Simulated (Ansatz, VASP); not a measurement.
# Two plane-wave programs on HfC3

```
Hf C
1.0
     3.37440    0.00000    0.00000
     0.00000    3.37440    0.00000
     0.00000    0.00000    3.37440
Hf C
1 3
Direct
  0.00000 0.00000 0.00000
  0.00000 0.50000 0.50000
  0.50000 0.00000 0.50000
  0.50000 0.50000 0.00000
```

Alike in both runs: functional PBE; k mesh 14 × 14 × 14; occupations gaussian, width 0.1 eV; no spin polarisation.

Ansatz relaxed the structure, and its values are those at the end. VASP's run is a single point on that final structure, the one shown.

|  | VASP | Ansatz |
| --- | --- | --- |
| version | VASP 6.6.1 | Ansatz 0.2.0 |
| potentials or method | VASP PAW PBE potentials, release 64 (Hf_pv, C), cutoff 520 eV | scalar-relativistic, plane waves, PAW |
| valence electrons in the cell | 22 | 38 |

|  | VASP | Ansatz | Ansatz less VASP |
| --- | --- | --- | --- |
| gap on the k mesh at the Fermi level (eV) | none | none | - |
| pressure (GPa) | -1.4 | 0.0 | +1.37 |

A gap of «none» marks a metal or a gap that the smearing closes. With one functional, cell and mesh, what is left measures potentials, basis and numerics. VASP's potentials hold 22 valence electrons a cell and Ansatz's 38, so a difference there can come from the potentials and not from the codes.

Neither program's run includes spin-orbit coupling.
